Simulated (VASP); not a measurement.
# Cs (Im-3m) in VASP: single point with HSE06

Aim: the single point of Cs with HSE06.

Everything below comes from runs of VASP 6.6.1. Logs are shortened: lines on timing, memory, paths and dates and some standing lists are left out, and cuts for length are marked.

## (1) The cell of the first run

The structure is cubic, space group Im-3m (No. 229). The conventional cell has a = 6.050 Å, b = 6.050 Å, c = 6.050 Å, α = 90.00°, β = 90.00°, γ = 90.00°.

## (2) Single point, HSE06

POSCAR reads:

```
Cs
1.0
   -3.0250000000      3.0250000000      3.0250000000
    3.0250000000     -3.0250000000      3.0250000000
    3.0250000000      3.0250000000     -3.0250000000
Cs
1
Direct
    0.0000000000      0.0000000000      0.0000000000
```

INCAR.step1 reads:

```
SYSTEM = Cs
  PREC = Accurate
  ENCUT = 520
  EDIFF = 1E-5
  ISMEAR = 0
  SIGMA = 0.05
  LREAL = .FALSE.
  LASPH = .TRUE.
  NELM = 80
  ALGO = Normal
  ISIF = 2
  LWAVE = .TRUE.
  LCHARG = .FALSE.
  GGA = PE
  NBANDS = 10
```

INCAR.step2 reads:

```
SYSTEM = Cs
  PREC = Accurate
  ENCUT = 520
  EDIFF = 1E-6
  ISMEAR = 0
  SIGMA = 0.05
  LREAL = .FALSE.
  LASPH = .TRUE.
  NELM = 80
  ALGO = Normal
  ISIF = 2
  LWAVE = .FALSE.
  LCHARG = .FALSE.
  GGA = PE
  LHFCALC = .TRUE.
  HFSCREEN = 0.2079
  PRECFOCK = Normal
  ISTART = 1
  NBANDS = 10
```

KPOINTS reads:

```
Automatic mesh
0
G
  6 6 6
  0 0 0
```

Potentials or basis: VASP PAW PBE potentials, release 64 (Cs_sv).

Command:

```sh
> cat potpaw_PBE.64/Cs_sv/POTCAR > POTCAR
> cp INCAR.step1 INCAR
> mpirun -np 1 vasp_std > vasp.out
> cp INCAR.step2 INCAR
> mpirun -np 1 vasp_std > vasp.out
```

OUTCAR:

```text
SYSTEM = Cs
   PREC = Accurate
   ENCUT = 520
   EDIFF = 1E-6
   ISMEAR = 0
   LREAL = .FALSE.
   LASPH = .TRUE.
   NELM = 80
   ISIF = 2
   GGA = PE
   LHFCALC = .TRUE.
   HFSCREEN = 0.2079
   PRECFOCK = Normal
   ISTART = 1

 ion  position               nearest neighbor table
   1  0.000  0.000  0.000-

  LATTYP: Found a body centered cubic cell.
 ALAT       =     6.0500000000

  Lattice vectors:

 A1 = (  -3.0250000000,   3.0250000000,   3.0250000000)
 A2 = (   3.0250000000,  -3.0250000000,   3.0250000000)
 A3 = (   3.0250000000,   3.0250000000,  -3.0250000000)

Analysis of symmetry for initial positions (statically):
=====================================================================
 Subroutine PRICEL returns:
 Original cell was already a primitive cell.

 Routine SETGRP: Setting up the symmetry group for a
 body centered cubic supercell.

 Subroutine GETGRP returns: Found 48 space group operations
 (whereof 48 operations were pure point group operations)
 out of a pool of 48 trial point group operations.

The static configuration has the point symmetry O_h .

Analysis of symmetry for dynamics (positions and initial velocities):
=====================================================================
 Subroutine PRICEL returns:
 Original cell was already a primitive cell.

 Routine SETGRP: Setting up the symmetry group for a
 body centered cubic supercell.

 Subroutine GETGRP returns: Found 48 space group operations
 (whereof 48 operations were pure point group operations)
 out of a pool of 48 trial point group operations.

The dynamic configuration has the point symmetry O_h .

 Subroutine INISYM returns: Found 48 space group operations
 (whereof 48 operations are pure point group operations),
 and found     1 'primitive' translations

----------------------------------------------------------------------------------------

                                     Primitive cell

  volume of cell :     110.7226

  direct lattice vectors                    reciprocal lattice vectors
    -3.025000000  3.025000000  3.025000000     0.000000000  0.165289256  0.165289256
     3.025000000 -3.025000000  3.025000000     0.165289256  0.000000000  0.165289256
     3.025000000  3.025000000 -3.025000000     0.165289256  0.165289256  0.000000000

  length of vectors
[... 82 lines left out ...]
   NELECT =       9.0000    total number of electrons
   NUPDOWN=      -1.0000    fix difference up-down
   EMIN   =  10.00;   EMAX   =-10.00  energy-range for DOS
   EFERMI =   0.00;   METHOD = LEGACY
   ISMEAR =     0;   SIGMA  =   0.05  broadening in eV -4-tet -1-fermi 0-gaus
   EFERMI_NEDOS =   21; number of points for ismear=-14 and -15
   IALGO  =     38    algorithm
   IMIX   =      1    mixing-type and parameters
     AMIX     =   0.40;   BMIX     =  1.00
     AMIX_MAG =   1.60;   BMIX_MAG =  1.00
  volume/ion in A,a.u.               =     110.72       747.19
  Fermi-wavevector in a.u.,A,eV,Ry     =   0.709159  1.340116  6.842458  0.502907
  Thomas-Fermi vector in A             =   1.795667
   LORBIT       =      0    0 simple, 1 ext, 2 COOP (PROOUT), +10 PAW based schemes
   GGA     = PE    functional components
   LHFCALC =     T    Hartree Fock is set to
   PRECFOCK=normal    Normal, Fast or Accurate (Low or Medium for compatibility)
   ENCUT4O =  -1.0   cutoff for four orbital integrals eV
   NKREDX  =     1    reduce k-point grid by
   NKREDY  =     1    reduce k-point grid by
   NKREDZ  =     1    reduce k-point grid by
   AEXX    =    0.2500 exact exchange contribution
   HFSCREEN=    0.2079 screening length (either q_TF or 0.3 A-1)
   HFSCREENC=   0.2079 screening length for correlation (either q_TF or 0.3 A-1)
   ENCUTFOCK=  -1.0 apply spherical cutoff to Coloumb kernel
   IVDW    =     0    specifies the selected vdW correction
   LEPSILON=     F    determine dielectric tensor
   LRPA    =     F    only Hartree local field effects (RPA)
 non-spin polarized calculation
 Gauss-broadening in eV      SIGMA  =   0.05
  energy-cutoff  :      520.00
  volume of cell :      110.72
 maximum number of plane-waves:      3043
  NGX = 30; NGY = 30; NGZ = 30

 number of electron       8.9999998 magnetization

 Free energy of the ion-electron system (eV)
  ---------------------------------------------------
  ext. energy  EPLUGINS =         0.00000000
  ---------------------------------------------------
  free energy    TOTEN  =        -0.90671248 eV

  energy without entropy =       -0.90032546  energy(sigma->0) =       -0.90351897

 E-fermi :   0.6314     XC(G=0):  -4.7513

 val. band max:        0.4651616790   @ k =   0.1667   0.1667   0.1667
 cond. band min:       0.6375765489   @ k =   0.3333   0.1667   0.0000
 fundamental gap:      0.1724148699
 Fermi energy:         0.6314179806

 k-point     1 :       0.0000    0.0000    0.0000
  band No.  band energies     occupation
      1     -25.3968      2.00000
      2     -11.1149      2.00000
      3     -11.1149      2.00000
      4     -11.1149      2.00000
      5      -1.3963      2.00000
      6       3.4769      0.00000
      7       3.4769      0.00000
      8       3.4769      0.00000
      9       4.3972      0.00000
     10       4.3972      0.00000
[... 183 lines left out ...]
 k-point    16 :       0.5000    0.5000    0.5000
  band No.  band energies     occupation
      1     -25.3811      2.00000
      2     -11.2291      2.00000
      3     -11.2291      2.00000
      4     -11.2291      2.00000
      5       1.3890      0.00000
      6       1.3890      0.00000
      7       3.8988      0.00000
      8       3.8988      0.00000
      9       3.8988      0.00000
     10       5.6568      0.00000

------------------------ aborting loop because EDIFF is reached ----------------------------------------

  FORCE on cell =-STRESS in cart. coord.  units (eV):
  Direction    XX          YY          ZZ          XY          YZ          ZX
  --------------------------------------------------------------------------------------
  -------------------------------------------------------------------------------------
  Total        0.1478758      0.1478758      0.1478758      0.0000000      0.0000000      0.0000000
  in kB        2.1397921      2.1397921      2.1397921      0.0000000      0.0000000      0.0000000
  external PRESSURE =       2.1397921 kB  Pullay stress =       0.0000000 kB

 VOLUME and BASIS-vectors are now :
 -----------------------------------------------------------------------------
  energy-cutoff  :      520.00
  volume of cell :      110.72
      direct lattice vectors                 reciprocal lattice vectors
    -3.025000000  3.025000000  3.025000000     0.000000000  0.165289256  0.165289256
     3.025000000 -3.025000000  3.025000000     0.165289256  0.000000000  0.165289256
     3.025000000  3.025000000 -3.025000000     0.165289256  0.165289256  0.000000000

 POSITION                                       TOTAL-FORCE (eV/Angst)
 -----------------------------------------------------------------------------------
      0.00000      0.00000      0.00000         0.000000     -0.000000     -0.000000
 -----------------------------------------------------------------------------------
    total drift:                                0.000000      0.000000      0.000000

  FREE ENERGIE OF THE ION-ELECTRON SYSTEM (eV)
  ---------------------------------------------------
  free  energy   TOTEN  =        -0.9067124848 eV

  energy  without entropy=       -0.9003254552  energy(sigma->0) =       -0.90351897
```

OUTCAR.step1:

```text
SYSTEM = Cs
   PREC = Accurate
   ENCUT = 520
   EDIFF = 1E-5
   ISMEAR = 0
   LREAL = .FALSE.
   LASPH = .TRUE.
   NELM = 80
[... 413 lines left out ...]
 -----------------------------------------------------------------------------------
      0.00000      0.00000      0.00000         0.000000     -0.000000      0.000000
 -----------------------------------------------------------------------------------
    total drift:                               -0.000000     -0.000000     -0.000000

  FREE ENERGIE OF THE ION-ELECTRON SYSTEM (eV)
  ---------------------------------------------------
  free  energy   TOTEN  =        -0.8343426580 eV

  energy  without entropy=       -0.8275742386  energy(sigma->0) =       -0.83095845
```

It took 29 min on 1 thread of AMD EPYC 7R43 (Zen 3), shared host; peak memory 0.34 GiB.

Results:

```
Free energy            : -0.9067 eV
Pressure               : 0.2 GPa
Band gap on the k mesh : zero (an odd number of electrons rules out a gap without spin polarisation)
```

Levels at points of the mesh, in eV from the Fermi level:
```tsv
k point	band 1	band 2	band 3	band 4	band 5	band 6	band 7	band 8	band 9
(0.00, 0.00, 0.00)	-26.03	-11.75	-11.75	-11.75	-2.03	2.85	2.85	2.85	3.77
(0.50, 0.00, 0.00)	-26.02	-11.91	-11.80	-11.75	0.06	0.90	1.89	3.61	4.31
(0.50, 0.50, 0.50)	-26.01	-11.86	-11.86	-11.86	0.76	0.76	3.27	3.27	3.27
```

Caveat: the PAW data sets were made with another functional, which shifts forces and pressure a little; spin-orbit coupling is left out, which moves the levels of the heavy elements.

The gap in the log of VASP goes by the Fermi energy; the results here count the filled bands.